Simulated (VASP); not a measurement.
The system is Ca4B3.

```xyz
7
Lattice="3.9508 0.0000 0.0000 0.0000 3.9508 0.0000 0.0000 0.0000 8.2895" Properties=species:S:1:pos:R:3 pbc="T T T"
Ca    1.9754    1.9754    4.3013
Ca    0.0000    0.0000    8.1844
Ca    1.9754    0.0000    5.9298
Ca    0.0000    1.9754    5.9298
B     1.9754    1.9754    6.5913
B     0.0000    0.0000    6.0119
B     0.0000    0.0000    2.9839
```

The cell was built from a structure type or drawn by symmetry, and may not be a known phase.

```yaml
Program: VASP 6.6.1
Task: relaxation of cell and atoms
Functional: PBE
Potentials_or_basis: VASP PAW PBE potentials, release 64 (Ca_sv, B)
Cutoff: 600 eV
k_mesh: 4 × 4 × 2
Occupations: gaussian, width 0.1 eV
Spin: no spin polarisation
```

At the start: pressure 39.6 GPa; volume 18.48 Å³/atom.

Question: How do energy, volume and symmetry change on relaxing?

Answer: Over 78 steps the energy falls by 2553.0 meV/atom and the volume is 22.91 Å³/atom (+23.9 %); space group P4mm (No. 99, to 0.1 Å) before and after.

The path:
```tsv
step	energy change (eV)	largest force (eV/Å)	pressure (GPa)	volume (Å³)
1	0.0000	7.4978	39.65	129.39
3	-11.1953	2.0168	-0.94	224.04
5	-11.8383	1.6395	-1.54	221.80
7	-13.3082	4.7921	-0.98	202.19
9	-15.9078	2.3951	2.14	179.83
11	-15.9376	2.5886	1.57	180.97
13	-16.4673	3.0473	1.01	184.64
15	-16.8338	1.3084	-1.64	189.39
17	-16.8859	0.8138	-1.34	187.50
19	-16.9498	0.6122	-0.49	182.51
21	-17.0018	0.8663	0.14	176.27
23	-17.0528	0.7857	0.71	173.33
25	-17.0967	1.4747	4.08	160.49
27	-17.1495	0.8569	2.68	164.80
29	-17.3205	0.6936	2.82	162.14
31	-17.4696	1.3524	-0.49	173.01
33	-17.5134	0.3689	-0.53	175.34
35	-17.5590	0.2488	0.10	172.44
37	-17.5683	0.2597	0.57	170.46
39	-17.5979	0.3971	-0.43	174.36
41	-17.6044	0.4615	-0.21	174.04
43	-17.6282	0.1821	0.23	170.50
45	-17.6379	0.6300	-0.21	170.79
47	-17.6563	0.5000	-0.34	170.69
49	-17.6981	0.5079	-0.68	169.94
51	-17.7421	0.5886	-0.44	165.59
53	-17.7508	0.7996	-0.31	163.91
55	-17.7760	0.3417	0.39	160.39
57	-17.8098	0.3678	0.22	160.27
59	-17.8406	0.4079	-0.08	159.93
61	-17.8561	0.6019	-0.11	159.66
63	-17.8609	0.4663	0.51	158.96
65	-17.8666	0.1113	0.24	159.25
67	-17.8678	0.1037	0.10	159.78
69	-17.8686	0.0914	-0.13	160.73
71	-17.8701	0.0644	-0.03	160.49
73	-17.8703	0.0969	0.04	160.34
75	-17.8706	0.0435	0.00	160.34
77	-17.8709	0.0404	-0.01	160.35
78	-17.8713	0.0354	-0.04	160.38
```

Final structure:
```
Ca B
1.0
     4.39816    0.00000    0.00000
     0.00000    4.39816    0.00000
     0.00000    0.00000    8.29096
Ca B
4 3
Direct
  0.50000 0.50000 0.33904
  0.00000 0.00000 0.07282
  0.50000 0.00000 0.74211
  0.00000 0.50000 0.74211
  0.50000 0.50000 0.95784
  0.00000 0.00000 0.57404
  0.00000 0.00000 0.38925
```

Caveat: the k points lie up to 0.38 Å⁻¹ apart in the final cell, too coarse for converged energies and pressures of a metal; the volume moved by over 15 % at a fixed basis, so the end points are rough.
